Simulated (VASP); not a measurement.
Here is a VASP 6.6.1 calculation.

Contents of INCAR:

```
  PREC = Accurate
  ENCUT = 520
  EDIFF = 1E-6
  ISMEAR = -1
  SIGMA = 0.05
  LREAL = F
  LASPH = T
  NELM = 80
  ALGO = Normal
  ISIF = 2
  LWAVE = F
  LCHARG = F
  NBANDS = 16
```

Contents of KPOINTS:

```
regular mesh
0
Gamma
  12 12 12
```

File POSCAR:

```
TiTe
1.0
    0.0000000000      2.6803986874      2.6803986874
    2.6803986874      0.0000000000      2.6803986874
    2.6803986874      2.6803986874      0.0000000000
Ti Te
1 1
Direct
    0.0000000000      0.0000000000      0.0000000000
    0.5000000000      0.5000000000      0.5000000000
```

Potentials or basis: VASP PAW LDA potentials, release 64 (Ti_sv, Te).

The run is started by

```console
$ cat potpaw_LDA.64/Ti_sv/POTCAR potpaw_LDA.64/Te/POTCAR > POTCAR
$ mpirun -np 1 vasp_std > vasp.out
```

Question: Estimate the pressure.

Answer: 9.7 GPa.

Question: Estimate the band gap on the k mesh.

Answer: Zero (bands 9 and 10 overlap by 1.42 eV).

Caveat: the cell stands under pressure; spin-orbit coupling is left out, which moves the levels of the heavy elements.
